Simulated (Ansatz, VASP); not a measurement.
One calculation of CaB2, two programs

File INCAR:

```
SYSTEM = CaB2
ALGO = Normal
EDIFF = 1E-6
ENCUT = 520
GGA = CA
ISIF = 2
ISMEAR = 0
LASPH = .True.
LCHARG = .True.
LELF = .True.
LREAL = .False.
LVHAR = .True.
LWAVE = .False.
NBANDS = 15
NELM = 100
PREC = Accurate
SIGMA = 0.1
```

Contents of KPOINTS:

```
k-points
0
Gamma
  6 6 4
  0 0 0
```

Contents of POSCAR:

```
CaB2
1.0
    3.2264302843      0.0000000000      0.0000000000
   -1.6132151421      2.7941705897      0.0000000000
    0.0000000000      0.0000000000      4.0673920000
Ca B
1 2
Direct
    0.0000000000      0.0000000000      0.0000000000
    0.3333333333      0.6666666667      0.5000000000
    0.6666666667      0.3333333333      0.5000000000
```

Input for Ansatz:

```yaml
crystal:
  lattice:
    - [3.2264302843, 0.0, 0.0]
    - [-1.6132151421, 2.7941705897, 0.0]
    - [0.0, 0.0, 4.067392]
  atoms:
    - { symbol: Ca, position: [0.0, 0.0, 0.0] }
    - { symbol: B, position: [0.3333333333, 0.6666666667, 0.5] }
    - { symbol: B, position: [0.6666666667, 0.3333333333, 0.5] }
basis:
  ecutwfc: 420
kpoints:
  mp_grid: { grid: [6, 6, 4] }
hamiltonian:
  xc: lda
scf:
  occupations: { method: gaussian, width: 0.1 }
output:
  forces: true
  stress: true
  eigenvalues: true
```

Alike in both runs: task single point; functional LDA; k mesh 6 × 6 × 4; occupations gaussian, width 0.1 eV; no spin polarisation.

|  | VASP | Ansatz |
| --- | --- | --- |
| version | VASP 6.6.1 | Ansatz 0.2.0 |
| potentials or method | VASP PAW LDA potentials, release 64 (Ca_sv, B), cutoff 520 eV | scalar-relativistic, plane waves, PAW |
| valence electrons in the cell | 16 | 16 |

|  | VASP | Ansatz | Ansatz less VASP |
| --- | --- | --- | --- |
| gap on the k mesh at the Fermi level (eV) | none | none | - |
| pressure (GPa) | -6.4 | -6.8 | -0.41 |
| traceless stress, the component that is largest in VASP (GPa) | 0.12 | -0.07 | -0.187 |

LDA's correlation is that of Perdew and Zunger in VASP and of Perdew and Wang (1992) in Ansatz. A gap of «none» marks a metal or a gap that the smearing closes.

The k mesh is coarse, so the values compare programs but aren't converged.
